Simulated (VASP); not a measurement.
# CdS (Fm-3m) in VASP: further runs

The runs below take CdS through phonons, with r2SCAN.

Program: VASP 6.6.1. These are calculated values, not measurements. Logs are shortened: lines on timing, memory, paths and dates and some standing lists are left out, and cuts for length are marked.

## Step 1: The cell of the first run

The structure is cubic, space group Fm-3m (No. 225). The conventional cell has a = 5.216 Å, b = 5.216 Å, c = 5.216 Å, α = 90.00°, β = 90.00°, γ = 90.00°. Within 3.4 Å of Cd (site symmetry m-3m) lie 6 S at 2.61 Å. S (site symmetry m-3m) has 6 Cd at 2.61 Å within 3.4 Å.

## Step 2: Phonons, r2SCAN

File INCAR:

```
  ALGO = Normal
  EDIFF = 1E-8
  ENCUT = 520
  IBRION = 6
  ISIF = 2
  ISMEAR = 0
  LASPH = True
  LCHARG = False
  LMIXTAU = True
  LREAL = False
  LWAVE = False
  METAGGA = R2SCAN
  NELM = 100
  NFREE = 2
  NSW = 1
  POTIM = 0.015
  PREC = Accurate
  SIGMA = 0.01
```

File KPOINTS:

```
k-points
0
Gamma
  8 8 8
```

File POSCAR:

```
CdS
1.0
    2.6077732568      2.6077732568      0.0000000000
   -2.6077732568      2.6077732568      0.0000000000
    0.0000000000      2.6077732568      2.6077732568
Cd S
1 1
Direct
    0.0000000000      0.0000000000      0.0000000000
    0.5000000000      0.5000000000      0.0000000000
```

Potentials or basis: VASP PAW PBE potentials, release 64 (Cd, S).

On the command line:

```sh
cat potpaw_PBE.64/Cd/POTCAR potpaw_PBE.64/S/POTCAR > POTCAR
mpirun -np 1 vasp_std > vasp.out
```

OUTCAR:

```text
EDIFF = 1E-8
   ENCUT = 520
   IBRION = 6
   ISIF = 2
   ISMEAR = 0
   LASPH = True
   LREAL = False
   METAGGA = R2SCAN
   NELM = 100
   NFREE = 2
   NSW = 1
   POTIM = 0.015
   PREC = Accurate

 ion  position               nearest neighbor table
   1  0.000  0.000  0.000-   2 2.61   2 2.61   2 2.61   2 2.61   2 2.61   2 2.61
   2  0.500  0.500  0.000-   1 2.61   1 2.61   1 2.61   1 2.61   1 2.61   1 2.61

  LATTYP: Found a face centered cubic cell.
 ALAT       =     5.2155465136

  Lattice vectors:

 A1 = (   0.0000000000,   2.6077732568,   2.6077732568)
 A2 = (   2.6077732568,   0.0000000000,   2.6077732568)
 A3 = (   2.6077732568,   2.6077732568,   0.0000000000)

Analysis of symmetry for initial positions (statically):
=====================================================================
 Subroutine PRICEL returns:
 Original cell was already a primitive cell.

 Routine SETGRP: Setting up the symmetry group for a
 face centered cubic supercell.

 Subroutine GETGRP returns: Found 48 space group operations
 (whereof 48 operations were pure point group operations)
 out of a pool of 48 trial point group operations.

The static configuration has the point symmetry O_h .

Analysis of symmetry for dynamics (positions and initial velocities):
=====================================================================
 Subroutine PRICEL returns:
 Original cell was already a primitive cell.

 Routine SETGRP: Setting up the symmetry group for a
 face centered cubic supercell.

 Subroutine GETGRP returns: Found 48 space group operations
 (whereof 48 operations were pure point group operations)
 out of a pool of 48 trial point group operations.

The dynamic configuration has the point symmetry O_h .

 Subroutine INISYM returns: Found 48 space group operations
 (whereof 48 operations are pure point group operations),
 and found     1 'primitive' translations

----------------------------------------------------------------------------------------

                                     Primitive cell

  volume of cell :      35.4682

  direct lattice vectors                    reciprocal lattice vectors
     2.607773257  2.607773257  0.000000000     0.191734461  0.191734461 -0.191734461
    -2.607773257  2.607773257  0.000000000    -0.191734461  0.191734461 -0.191734461
     0.000000000  2.607773257  2.607773257     0.000000000  0.000000000  0.383468922

  length of vectors
     3.687948307  3.687948307  3.687948307     0.332093828  0.332093828  0.383468922

  position of ions in fractional coordinates (direct lattice)
     0.000000000  0.000000000  0.000000000
     0.500000000  0.500000000  0.000000000

  ion indices of the primitive-cell ions
   primitive index   ion index
                 1           1
                 2           2

----------------------------------------------------------------------------------------

 KPOINTS: k-points

Automatic generation of k-mesh.
 Grid dimensions read from file:
 generate k-points for:    8    8    8

 Generating k-lattice:

  Cartesian coordinates                     Fractional coordinates (reciprocal lattice)
     0.023966808  0.023966808 -0.023966808     0.125000000  0.000000000  0.000000000
    -0.023966808  0.023966808 -0.023966808     0.000000000  0.125000000  0.000000000
     0.000000000  0.000000000  0.047933615     0.000000000  0.000000000  0.125000000

  Length of vectors
     0.041511729  0.041511729  0.047933615

  Shift w.r.t. Gamma in fractional coordinates (k-lattice)
     0.000000000  0.000000000  0.000000000

 Subroutine IBZKPT returns following result:
 ===========================================

 Found     29 irreducible k-points:

 Following reciprocal coordinates:
            Coordinates               Weight
  0.000000  0.000000  0.000000      1.000000
  0.125000  0.000000  0.000000      8.000000
  0.250000  0.000000  0.000000      8.000000
  0.375000  0.000000  0.000000      8.000000
  0.500000  0.000000  0.000000      4.000000
  0.125000  0.125000  0.000000     12.000000
[... 16 lines left out ...]
  0.375000  0.250000  0.125000     48.000000
  0.500000  0.250000  0.125000     24.000000
 [... further k-points ...]
   k-points           NKPTS =     29   k-points in BZ     NKDIM =     29   number of bands    NBANDS=     13
   number of dos      NEDOS =    301   number of ions     NIONS =      2
   total plane-waves  NPLWV =  21952
   dimension x,y,z NGX =    28 NGY =   28 NGZ =   28
   dimension x,y,z NGXF=    56 NGYF=   56 NGZF=   56
   ions per type =               1   1
   NGX,Y,Z   is equivalent  to a cutoff of  12.62, 12.62, 12.62 a.u.
   NGXF,Y,Z  is equivalent  to a cutoff of  25.24, 25.24, 25.24 a.u.
 SYSTEM =  unknown system
   PREC   = accura    normal or accurate (medium, high low for compatibility)
   ISTART =      0    job   : 0-new  1-cont  2-samecut
   ICHARG =      2    charge: 1-file 2-atom 10-const
   ISPIN  =      1    spin polarized calculation?
   LNONCOLLINEAR =      F non collinear calculations
   LSORBIT =      F    spin-orbit coupling
   LASPH  =      T    aspherical Exc in radial PAW
   ENCUT  =  520.0 eV  38.22 Ry    6.18 a.u.   6.86  6.86  6.86*2*pi/ulx,y,z
   NELM   =    100;   NELMIN=  2; NELMDL= -5     # of ELM steps
   EDIFF  = 0.1E-07   stopping-criterion for ELM
   LREAL  =      F    real-space projection
   EDIFFG = 0.1E-06   stopping-criterion for IOM
   NSW    =     61    number of steps for IOM
   IBRION =      6    ionic relax: 0-MD 1-quasi-New 2-CG
   NFREE  =      2    steps in history (QN), initial steepest desc. (CG)
   ISIF   =      2    stress and relaxation
   ISYM   =      2    0-nonsym 1-usesym 2-fastsym
   POTIM  = 0.0150    time-step for ionic-motion
   TEBEG  =    0.0;   TEEND  =   0.0 temperature during run
   PSTRESS=    0.0 pullay stress
   NELECT =      18.0000    total number of electrons
   NUPDOWN=      -1.0000    fix difference up-down
   EMIN   =  10.00;   EMAX   =-10.00  energy-range for DOS
   EFERMI =   0.00;   METHOD = LEGACY
   ISMEAR =     0;   SIGMA  =   0.01  broadening in eV -4-tet -1-fermi 0-gaus
   EFERMI_NEDOS =   21; number of points for ismear=-14 and -15
   IALGO  =     38    algorithm
   IMIX   =      4    mixing-type and parameters
     AMIX     =   0.40;   BMIX     =  1.00
     AMIX_MAG =   1.60;   BMIX_MAG =  1.00
  volume/ion in A,a.u.               =      17.73       119.68
  Fermi-wavevector in a.u.,A,eV,Ry     =   1.305828  2.467656 23.200460  1.705186
  Thomas-Fermi vector in A             =   2.436671
   LORBIT       =      0    0 simple, 1 ext, 2 COOP (PROOUT), +10 PAW based schemes
   METAGGA = R2SCAN    functional components
   LHFCALC =     F    Hartree Fock is set to
   AEXX    =    0.0000 exact exchange contribution
   IVDW    =     0    specifies the selected vdW correction
   LEPSILON=     F    determine dielectric tensor
   LRPA    =     F    only Hartree local field effects (RPA)
 finite differences with symmetry
 non-spin polarized calculation
 Gauss-broadening in eV      SIGMA  =   0.01
  energy-cutoff  :      520.00
  volume of cell :       35.47
 maximum number of plane-waves:       982
   NGX = 13   NGY = 13   NGZ = 13

--------------------------------------- Ionic step        1  -------------------------------------------

 number of electron      17.9999997 magnetization

 Free energy of the ion-electron system (eV)
  ---------------------------------------------------
  ext. energy  EPLUGINS =         0.00000000
  ---------------------------------------------------
  free energy    TOTEN  =       -29.29267075 eV

  energy without entropy =      -29.29267075  energy(sigma->0) =      -29.29267075

------------------------ aborting loop because EDIFF is reached ----------------------------------------

  FORCE on cell =-STRESS in cart. coord.  units (eV):
  Direction    XX          YY          ZZ          XY          YZ          ZX
  --------------------------------------------------------------------------------------
  -------------------------------------------------------------------------------------
  Total        3.5170961      3.5170961      3.5170961      0.0000000      0.0000000     -0.0000000
  in kB      158.8749171    158.8749171    158.8749171      0.0000000      0.0000000     -0.0000000
  external PRESSURE =     158.8749171 kB  Pullay stress =       0.0000000 kB
[... 129 lines left out ...]
  energy  without entropy=      -29.2921647878  energy(sigma->0) =      -29.29216479

--------------------------------------- Ionic step        5  -------------------------------------------

 number of electron      17.9999997 magnetization

 Free energy of the ion-electron system (eV)
  ---------------------------------------------------
  ext. energy  EPLUGINS =         0.00000000
  ---------------------------------------------------
  free energy    TOTEN  =       -29.29216480 eV

  energy without entropy =      -29.29216480  energy(sigma->0) =      -29.29216480

 E-fermi :   4.3350     XC(G=0): -11.7410

 val. band max:        4.2344902875   @ k =   0.5000   0.0000   0.0000
 cond. band min:       4.9149757873   @ k =   0.0000  -1.0000  -0.5000
 fundamental gap:      0.6804854998
 Fermi energy:         4.3349693500

 k-point     1 :       0.0000    0.0000    0.0000
  band No.  band energies     occupation
      1     -10.2233      2.00000
      2      -4.0199      2.00000
      3      -4.0191      2.00000
      4      -4.0114      2.00000
      5      -4.0114      2.00000
      6      -4.0111      2.00000
      7       3.1081      2.00000
      8       3.1081      2.00000
      9       3.1083      2.00000
     10       6.5302      0.00000
     11      13.9545      0.00000
     12      13.9545      0.00000
     13      13.9548      0.00000
[... 353 lines left out ...]
 k-point    24 :       0.5000    0.2500    0.1250
  band No.  band energies     occupation
      1      -8.7538      2.00000
      2      -4.4141      2.00000
      3      -4.2413      2.00000
      4      -4.1457      2.00000
      5      -3.6905      2.00000
      6      -3.5613      2.00000
      7      -1.0348      2.00000
      8       1.9854      2.00000
      9       3.0156      2.00000
     10       8.9859      0.00000
     11       9.8899      0.00000
     12      12.4570      0.00000
     13      13.4352      0.00000

 [... further k-points ...]

------------------------ aborting loop because EDIFF is reached ----------------------------------------

  FORCE on cell =-STRESS in cart. coord.  units (eV):
  Direction    XX          YY          ZZ          XY          YZ          ZX
  --------------------------------------------------------------------------------------
  -------------------------------------------------------------------------------------
  Total        3.5256816      3.5161938      3.5161938      0.0000000      0.0000000      0.0000000
  in kB      159.2627451    158.8341613    158.8341613      0.0000000      0.0000000      0.0000000
  external PRESSURE =     158.9770225 kB  Pullay stress =       0.0000000 kB
[... 17 lines left out ...]
  FREE ENERGIE OF THE ION-ELECTRON SYSTEM (eV)
  ---------------------------------------------------
  free  energy   TOTEN  =       -29.2921647956 eV

  energy  without entropy=      -29.2921647956  energy(sigma->0) =      -29.29216480

 INTERNAL STRAIN TENSORS FROM DISPLACED ATOMS
 ============================================

 INTERNAL STRAIN TENSOR FOR ION    1 for displacements in x,y,z  (eV/Angst):
          X           Y           Z          XY          YZ          ZX
  --------------------------------------------------------------------------------
  x     0.00000     0.00000     0.00000     0.00000     0.00000     0.00000
  y     0.00000     0.00000     0.00000     0.00000     0.00000     0.00000
  z     0.00000     0.00000     0.00000     0.00000     0.00000     0.00000

 INTERNAL STRAIN TENSOR FOR ION    2 for displacements in x,y,z  (eV/Angst):
          X           Y           Z          XY          YZ          ZX
  --------------------------------------------------------------------------------
  x     0.00000     0.00000     0.00000     0.00000     0.00000     0.00000
  y     0.00000     0.00000     0.00000     0.00000     0.00000     0.00000
  z     0.00000     0.00000     0.00000     0.00000     0.00000     0.00000

 Eigenvectors and eigenvalues of the dynamical matrix
 ----------------------------------------------------

   1 f  =    6.630348 THz    41.659704 2PiTHz  221.164597 cm-1    27.420903 meV
             X         Y         Z           dx          dy          dz
      0.000000  0.000000  0.000000     0.470407    0.000000   -0.000000
      0.000000  2.607773  0.000000    -0.882450   -0.000000    0.000000

   2 f  =    6.630348 THz    41.659704 2PiTHz  221.164597 cm-1    27.420903 meV
             X         Y         Z           dx          dy          dz
      0.000000  0.000000  0.000000    -0.000000   -0.000000   -0.470407
      0.000000  2.607773  0.000000     0.000000    0.000000    0.882450
[... 11 lines left out ...]
   5 f/i=    0.005290 THz     0.033239 2PiTHz    0.176461 cm-1     0.021878 meV
             X         Y         Z           dx          dy          dz
      0.000000  0.000000  0.000000     0.092088   -0.877632    0.000000
      0.000000  2.607773  0.000000     0.049089   -0.467838    0.000000

   6 f/i=    0.005290 THz     0.033239 2PiTHz    0.176461 cm-1     0.021878 meV
             X         Y         Z           dx          dy          dz
      0.000000  0.000000  0.000000     0.000000    0.000000    0.882450
      0.000000  2.607773  0.000000    -0.000000    0.000000    0.470407

 ELASTIC MODULI CONTR FROM IONIC RELAXATION (kBar)
 Direction    XX          YY          ZZ          XY          YZ          ZX
 --------------------------------------------------------------------------------
 XX           0.0000      0.0000      0.0000      0.0000      0.0000      0.0000
 YY           0.0000      0.0000      0.0000      0.0000      0.0000      0.0000
 ZZ           0.0000      0.0000      0.0000      0.0000      0.0000      0.0000
 XY           0.0000      0.0000      0.0000      0.0000      0.0000      0.0000
 YZ           0.0000      0.0000      0.0000      0.0000      0.0000      0.0000
 ZX           0.0000      0.0000      0.0000      0.0000      0.0000      0.0000
 --------------------------------------------------------------------------------
```

It took 3.3 min on 1 thread of Intel Xeon 6975P-C (Granite Rapids), shared host; peak memory 0.19 GiB.

What came out:

| Quantity | Value |
| --- | --- |
| Highest phonon frequency at Γ, LO-TO splitting left out | 221 cm⁻¹ |

Phonon frequencies in cm⁻¹ (negative: imaginary):
| q point | frequencies |
| --- | --- |
| (0.000, 0.000, 0.000) | 0 0 0 221 221 221 |

Caveat: the cell stands under pressure or tension, which shifts response properties; the PAW data sets were made with another functional, which shifts forces and pressure a little.

[end of part 1 of 3]
